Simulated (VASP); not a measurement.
# Ni (Pnma) in VASP: relaxation of cell and atoms with PBE

Aim: the relaxation of cell and atoms of Ni with PBE.

All numbers are computed with VASP 6.6.1; they aren't measurements. Logs are shortened: lines on timing, memory, paths and dates and some standing lists are left out, and cuts for length are marked.

### 1 The cell of the first run

Symmetry: Pnma, No. 62, orthorhombic system. The conventional cell has a = 3.416 Å, b = 5.662 Å, c = 2.547 Å, α = 90.00°, β = 90.00°, γ = 90.00°. Ni (site symmetry m) has 2 Ni at 1.81 Å within 2.4 Å.

### 2 Relaxation of cell and atoms, PBE, collinear spin, ferromagnetic start

INCAR reads:

```
SYSTEM = Ni
ALGO     = Fast           ! electronic algorithm
EDIFF    = 1E-6           ! SCF threshold, eV
EDIFFG   = -0.04          ! ionic threshold
ENCUT    = 600            ! plane-wave cutoff, eV
GGA      = PE             ! functional
IBRION   = 2              ! ionic algorithm
ISIF     = 3              ! what is computed and relaxed
ISMEAR   = 0              ! smearing method
ISPIN    = 2              ! spin polarisation
LASPH    = .True.         ! aspherical terms in the spheres
LCHARG   = .False.        ! write CHGCAR
LMAXMIX  = 4              ! l up to which the mixer works
LORBIT   = 11             ! projections on sites
LREAL    = .False.        ! projectors in reciprocal space
LWAVE    = .False.        ! write WAVECAR
MAGMOM   = 0.63 0.63 0.63 0.63 ! initial moments
NELM     = 150            ! most SCF steps
NSW      = 90             ! ionic steps
PREC     = Accurate       ! precision mode
SIGMA    = 0.1            ! smearing width, eV
```

KPOINTS reads:

```
k-points
0
Gamma
  6 4 6
  0 0 0
```

POSCAR reads:

```
Ni
1.0
    3.4155066797      0.0000000000      0.0000000000
    0.0000000000      5.6623045039      0.0000000000
    0.0000000000      0.0000000000      2.5467064967
Ni
4
Direct
    0.0205000000      0.2500000000      0.6348000000
    0.9795000000      0.7500000000      0.3652000000
    0.4795000000      0.7500000000      0.1348000000
    0.5205000000      0.2500000000      0.8652000000
```

Potentials or basis: VASP PAW PBE potentials, release 64 (Ni).

Run with:

```bash
$ cat potpaw_PBE.64/Ni/POTCAR > POTCAR
$ mpirun -np 1 vasp_std > vasp.out
```

OUTCAR:

```text
SYSTEM = Ni
   EDIFF = 1E-6
   EDIFFG = -0.04
   ENCUT = 600
   GGA = PE
   IBRION = 2
   ISIF = 3
   ISMEAR = 0
   ISPIN = 2
   LASPH = .True.
   LORBIT = 11
   LREAL = .False.
   NELM = 150
   NSW = 90
   PREC = Accurate

 ion  position               nearest neighbor table
   1  0.020  0.250  0.635-   4 1.81   4 1.81   4 2.60   4 2.60   2 2.92   2 2.92
   2  0.980  0.750  0.365-   3 1.81   3 1.81   3 2.60   3 2.60   1 2.92   1 2.92
   3  0.480  0.750  0.135-   2 1.81   2 1.81   2 2.60   2 2.60   4 2.92   4 2.92
   4  0.520  0.250  0.865-   1 1.81   1 1.81   1 2.60   1 2.60   3 2.92   3 2.92

  LATTYP: Found a simple orthorhombic cell.
 ALAT       =     2.5467064967
 B/A-ratio  =     1.3411465688
 C/A-ratio  =     2.2233832251

  Lattice vectors:

 A1 = (   0.0000000000,   0.0000000000,   2.5467064967)
 A2 = (   3.4155066797,   0.0000000000,   0.0000000000)
 A3 = (   0.0000000000,   5.6623045039,   0.0000000000)

Analysis of symmetry for initial positions (statically):
=====================================================================
 Subroutine PRICEL returns:
 Original cell was already a primitive cell.

 Routine SETGRP: Setting up the symmetry group for a
 simple orthorhombic supercell.

 Subroutine GETGRP returns: Found  8 space group operations
 (whereof  2 operations were pure point group operations)
 out of a pool of  8 trial point group operations.

The static configuration has the point symmetry S_2 .
 The point group associated with its full space group is D_2h.

Analysis of symmetry for dynamics (positions and initial velocities):
=====================================================================
 Subroutine PRICEL returns:
 Original cell was already a primitive cell.

 Routine SETGRP: Setting up the symmetry group for a
 simple orthorhombic supercell.

 Subroutine GETGRP returns: Found  8 space group operations
 (whereof  2 operations were pure point group operations)
 out of a pool of  8 trial point group operations.

The dynamic configuration has the point symmetry S_2 .
 The point group associated with its full space group is D_2h.

Analysis of structural, dynamic, and magnetic symmetry:
=====================================================================
 Subroutine PRICEL returns:
 Original cell was already a primitive cell.

 Routine SETGRP: Setting up the symmetry group for a
 simple orthorhombic supercell.

 Subroutine GETGRP returns: Found  8 space group operations
 (whereof  2 operations were pure point group operations)
 out of a pool of  8 trial point group operations.

The overall configuration has the point symmetry S_2 .
 The point group associated with its full space group is D_2h.

 Subroutine INISYM returns: Found  8 space group operations
 (whereof  2 operations are pure point group operations),
 and found     1 'primitive' translations

----------------------------------------------------------------------------------------

                                     Primitive cell

  volume of cell :      49.2524

  direct lattice vectors                    reciprocal lattice vectors
     3.415506680  0.000000000  0.000000000     0.292782329  0.000000000  0.000000000
     0.000000000  5.662304504  0.000000000     0.000000000  0.176606539  0.000000000
     0.000000000  0.000000000  2.546706497     0.000000000  0.000000000  0.392664016

  length of vectors
     3.415506680  5.662304504  2.546706497     0.292782329  0.176606539  0.392664016

  position of ions in fractional coordinates (direct lattice)
     0.020500000  0.250000000  0.634800000
     0.979500000  0.750000000  0.365200000
     0.479500000  0.750000000  0.134800000
     0.520500000  0.250000000  0.865200000

  ion indices of the primitive-cell ions
   primitive index   ion index
                 1           1
                 2           2
                 3           3
                 4           4

----------------------------------------------------------------------------------------

 KPOINTS: k-points

Automatic generation of k-mesh.
 Grid dimensions read from file:
 generate k-points for:    6    4    6

 Generating k-lattice:

  Cartesian coordinates                     Fractional coordinates (reciprocal lattice)
     0.048797055  0.000000000  0.000000000     0.166666667  0.000000000  0.000000000
     0.000000000  0.044151635  0.000000000     0.000000000  0.250000000  0.000000000
     0.000000000  0.000000000  0.065444003     0.000000000  0.000000000  0.166666667

  Length of vectors
     0.048797055  0.044151635  0.065444003

  Shift w.r.t. Gamma in fractional coordinates (k-lattice)
     0.000000000  0.000000000  0.000000000

 Subroutine IBZKPT returns following result:
 ===========================================

 Found     48 irreducible k-points:

 Following reciprocal coordinates:
            Coordinates               Weight
  0.000000  0.000000  0.000000      1.000000
  0.166667  0.000000  0.000000      2.000000
  0.333333  0.000000  0.000000      2.000000
  0.500000  0.000000  0.000000      1.000000
  0.000000  0.250000  0.000000      2.000000
  0.166667  0.250000  0.000000      4.000000
[... 16 lines left out ...]
  0.333333  0.500000  0.166667      4.000000
  0.500000  0.500000  0.166667      2.000000
 [... further k-points ...]
   k-points           NKPTS =     48   k-points in BZ     NKDIM =     48   number of bands    NBANDS=     25
   number of dos      NEDOS =    301   number of ions     NIONS =      4
   total plane-waves  NPLWV =  26880
   dimension x,y,z NGX =    28 NGY =   48 NGZ =   20
   dimension x,y,z NGXF=    56 NGYF=   96 NGZF=   40
   ions per type =               4
   NGX,Y,Z   is equivalent  to a cutoff of  13.63, 14.09, 13.06 a.u.
   NGXF,Y,Z  is equivalent  to a cutoff of  27.26, 28.19, 26.11 a.u.
 SYSTEM =  Ni
   PREC   = accura    normal or accurate (medium, high low for compatibility)
   ISTART =      0    job   : 0-new  1-cont  2-samecut
   ICHARG =      2    charge: 1-file 2-atom 10-const
   ISPIN  =      2    spin polarized calculation?
   LNONCOLLINEAR =      F non collinear calculations
   LSORBIT =      F    spin-orbit coupling
   LASPH  =      T    aspherical Exc in radial PAW
   ENCUT  =  600.0 eV  44.10 Ry    6.64 a.u.   6.82 11.31  5.09*2*pi/ulx,y,z
   NELM   =    150;   NELMIN=  2; NELMDL= -5     # of ELM steps
   EDIFF  = 0.1E-05   stopping-criterion for ELM
   LREAL  =      F    real-space projection
   EDIFFG = -.4E-01   stopping-criterion for IOM
   NSW    =     90    number of steps for IOM
   IBRION =      2    ionic relax: 0-MD 1-quasi-New 2-CG
   NFREE  =      1    steps in history (QN), initial steepest desc. (CG)
   ISIF   =      3    stress and relaxation
   ISYM   =      2    0-nonsym 1-usesym 2-fastsym
   POTIM  = 0.5000    time-step for ionic-motion
   TEBEG  =    0.0;   TEEND  =   0.0 temperature during run
   PSTRESS=    0.0 pullay stress
   NELECT =      40.0000    total number of electrons
   NUPDOWN=      -1.0000    fix difference up-down
   EMIN   =  10.00;   EMAX   =-10.00  energy-range for DOS
   EFERMI =   0.00;   METHOD = LEGACY
   ISMEAR =     0;   SIGMA  =   0.10  broadening in eV -4-tet -1-fermi 0-gaus
   EFERMI_NEDOS =   21; number of points for ismear=-14 and -15
   IALGO  =     68    algorithm
   IMIX   =      4    mixing-type and parameters
     AMIX     =   0.40;   BMIX     =  1.00
     AMIX_MAG =   1.60;   BMIX_MAG =  1.00
  volume/ion in A,a.u.               =      12.31        83.09
  Fermi-wavevector in a.u.,A,eV,Ry     =   1.527399  2.886365 31.741667  2.332947
  Thomas-Fermi vector in A             =   2.635300
   LORBIT       =     11    0 simple, 1 ext, 2 COOP (PROOUT), +10 PAW based schemes
   GGA     = PE    functional components
   LHFCALC =     F    Hartree Fock is set to
   AEXX    =    0.0000 exact exchange contribution
   IVDW    =     0    specifies the selected vdW correction
   LEPSILON=     F    determine dielectric tensor
   LRPA    =     F    only Hartree local field effects (RPA)
 conjugate gradient relaxation of ions
 spin polarized calculation
 RMM-DIIS sequential band-by-band and
 Gauss-broadening in eV      SIGMA  =   0.10
  energy-cutoff  :      600.00
  volume of cell :       49.25
 maximum number of plane-waves:      1664
 NGX is ok and might be reduce to    28
   NGX = 13   NGY = 23   NGZ = 11

--------------------------------------- Ionic step        1  -------------------------------------------

 number of electron      39.9999988 magnetization       2.2142724

 Free energy of the ion-electron system (eV)
  ---------------------------------------------------
  ext. energy  EPLUGINS =         0.00000000
  ---------------------------------------------------
  free energy    TOTEN  =       -12.84248619 eV

  energy without entropy =      -12.81251519  energy(sigma->0) =      -12.82750069

------------------------ aborting loop because EDIFF is reached ----------------------------------------

  FORCE on cell =-STRESS in cart. coord.  units (eV):
  Direction    XX          YY          ZZ          XY          YZ          ZX
  --------------------------------------------------------------------------------------
  -------------------------------------------------------------------------------------
  Total       53.4068937     -6.6056642      5.1317485      0.0000000      0.0000000      0.0000000
  in kB     1737.3233034   -214.8818920    166.9354940      0.0000000      0.0000000      0.0000000
  external PRESSURE =     563.1256351 kB  Pullay stress =       0.0000000 kB
[... 27 lines left out ...]
 number of electron      39.9999872 magnetization       0.0010306

 number of electron      39.9999871 magnetization      -0.0320769

 E-fermi :   3.4733     XC(G=0):  -9.9887

 val. band max:        3.4716241379   @ k =   0.0000   0.0000   0.0000
 cond. band min:       3.5058633230   @ k =   0.5000   0.0000   0.5000
 fundamental gap:      0.0342391851
 Fermi energy:         3.4733198352

 spin component 1

 k-point     1 :       0.0000    0.0000    0.0000
  band No.  band energies     occupation
      1      -2.4834      1.00000
      2       0.4014      1.00000
      3       0.9764      1.00000
      4       1.4300      1.00000
      5       1.4599      1.00000
      6       1.9683      1.00000
[... 1378 lines left out ...]
 number of electron      40.0000064 magnetization       0.0029042

 number of electron      40.0000064 magnetization      -0.0065089

 E-fermi :   3.3705     XC(G=0): -10.2932

 val. band max:        3.3699936146   @ k =   0.0000   0.2500   0.0000
 cond. band min:       3.3709014567   @ k =   0.1667   0.0000   0.0000
 fundamental gap:      0.0009078421
 Fermi energy:         3.3705159419

 spin component 1

 k-point     1 :       0.0000    0.0000    0.0000
  band No.  band energies     occupation
      1      -2.3152      1.00000
      2       0.8279      1.00000
      3       0.9569      1.00000
      4       1.6237      1.00000
      5       1.6825      1.00000
      6       1.7175      1.00000
[... 1370 lines left out ...]
  FREE ENERGIE OF THE ION-ELECTRON SYSTEM (eV)
  ---------------------------------------------------
  free  energy   TOTEN  =       -16.5664876684 eV

  energy  without entropy=      -16.4853935521  energy(sigma->0) =      -16.52594061

[... ionic steps 4 to 41 ...]

--------------------------------------- Ionic step       42  -------------------------------------------

 number of electron      39.9999946 magnetization      -0.0039244

 number of electron      39.9999946 magnetization       0.0003998
[... 73 lines left out ...]
--------------------------------------- Ionic step       44  -------------------------------------------

 number of electron      39.9999945 magnetization      -0.0012032

 Free energy of the ion-electron system (eV)
  ---------------------------------------------------
  ext. energy  EPLUGINS =         0.00000000
  ---------------------------------------------------
  free energy    TOTEN  =       -21.60276435 eV

  energy without entropy =      -21.51420610  energy(sigma->0) =      -21.55848522

 E-fermi :   9.2486     XC(G=0): -13.2743

 val. band max:        9.2418475594   @ k =   0.3333   0.5000   0.1667
 cond. band min:       9.2501307957   @ k =   0.1667   0.5000   0.5000
 fundamental gap:      0.0082832364
 Fermi energy:         9.2486222476

 spin component 1

 k-point     1 :       0.0000    0.0000    0.0000
  band No.  band energies     occupation
      1       0.3760      1.00000
      2       4.7922      1.00000
      3       5.1898      1.00000
      4       5.3421      1.00000
      5       5.7001      1.00000
      6       7.1266      1.00000
[... 1370 lines left out ...]
  FREE ENERGIE OF THE ION-ELECTRON SYSTEM (eV)
  ---------------------------------------------------
  free  energy   TOTEN  =       -21.6027643477 eV

  energy  without entropy=      -21.5142060966  energy(sigma->0) =      -21.55848522

 reached required accuracy - stopping structural energy minimisation

 total charge

# of ion       s       p       d       tot
------------------------------------------
    1        0.494   0.496   8.330   9.320
    2        0.494   0.496   8.330   9.320
    3        0.494   0.496   8.330   9.320
    4        0.494   0.496   8.330   9.320
--------------------------------------------------
tot          1.976   1.982  33.321  37.279

 magnetization (x)

# of ion       s       p       d       tot
------------------------------------------
    1        0.000   0.000  -0.001  -0.001
    2        0.000   0.000  -0.001  -0.001
    3        0.000   0.000  -0.001  -0.001
    4        0.000   0.000  -0.001  -0.001
--------------------------------------------------
tot          0.000   0.000  -0.003  -0.003
```

Wall time 43 min (1 thread of AMD EPYC 9R45 (Zen 5), shared host); peak memory 0.25 GiB.

What came out:

```
Free energy                                           : -21.6028 eV
Relaxed volume                                        : 10.84 Å³/atom
Relaxed cell                                          : a = 4.307 Å, b = 4.094 Å, c = 2.459 Å, α = 90.00°, β = 90.00°, γ = 90.00°
Space group after relaxing (to 0.05 Å)                : Cmcm (No. 63)
Energy gained by relaxing                             : 2190.1 meV/atom
Ionic steps                                           : 44
Pressure after relaxing                               : -0.2 GPa
Largest force after relaxing                          : 0.029 eV/Å
Band gap on the k mesh                                : zero (filled and empty bands overlap)
Net moment                                            : 0.00 μB per cell
Valence electrons inside the program's atomic spheres : Ni 9.32
```

Forces in eV/Å, atoms in the order of the input:
```
Ni   0.023  0.000 -0.018
Ni  -0.023  0.000  0.018
Ni  -0.023  0.000 -0.018
Ni   0.023  0.000  0.018
```

Step by step:
| step | energy change (eV) | largest force (eV/Å) | pressure (GPa) | volume (Å³) |
| --- | --- | --- | --- | --- |
| 1 | 0.0000 | 5.6905 | 56.31 | 49.25 |
| 3 | -3.7240 | 0.0944 | -24.35 | 74.77 |
| 5 | -5.5858 | 0.9095 | -15.24 | 60.05 |
| 7 | -5.6058 | 0.7783 | -17.26 | 60.87 |
| 9 | -7.3047 | 0.3423 | 0.27 | 47.05 |
| 11 | -7.3567 | 0.3446 | 0.74 | 46.69 |
| 13 | -7.3927 | 0.3883 | -0.86 | 47.07 |
| 15 | -7.4329 | 0.5151 | -3.03 | 47.68 |
| 17 | -7.5894 | 0.6171 | -2.74 | 47.18 |
| 19 | -7.7087 | 0.3331 | -0.88 | 46.40 |
| 21 | -7.8773 | 0.5012 | 0.88 | 45.64 |
| 23 | -7.9117 | 0.7563 | 0.75 | 45.22 |
| 25 | -8.4980 | 0.6042 | -2.23 | 44.63 |
| 27 | -8.5984 | 0.5141 | -2.12 | 44.23 |
| 29 | -8.6271 | 0.4757 | -1.33 | 43.99 |
| 31 | -8.7275 | 0.1539 | 5.41 | 42.35 |
| 33 | -8.7497 | 0.1150 | -1.64 | 43.79 |
| 35 | -8.7539 | 0.1026 | -0.44 | 43.48 |
| 37 | -8.7562 | 0.0821 | 0.45 | 43.32 |
| 39 | -8.7585 | 0.0536 | 0.08 | 43.39 |
| 41 | -8.7593 | 0.0350 | -1.08 | 43.62 |
| 43 | -8.7599 | 0.0291 | 1.13 | 43.22 |
| 44 | -8.7603 | 0.0290 | -0.23 | 43.36 |

Final structure:
```
CELL_PARAMETERS angstrom
4.30747 0.00000 0.00000
0.00000 4.09365 0.00000
0.00000 0.00000 2.45875
ATOMIC_POSITIONS crystal
Ni 0.16149 0.25000 0.50190
Ni 0.83851 0.75000 0.49810
Ni 0.33851 0.75000 0.00190
Ni 0.66149 0.25000 0.99810
```

Caveat: the k points lie up to 0.43 Å⁻¹ apart in the final cell.
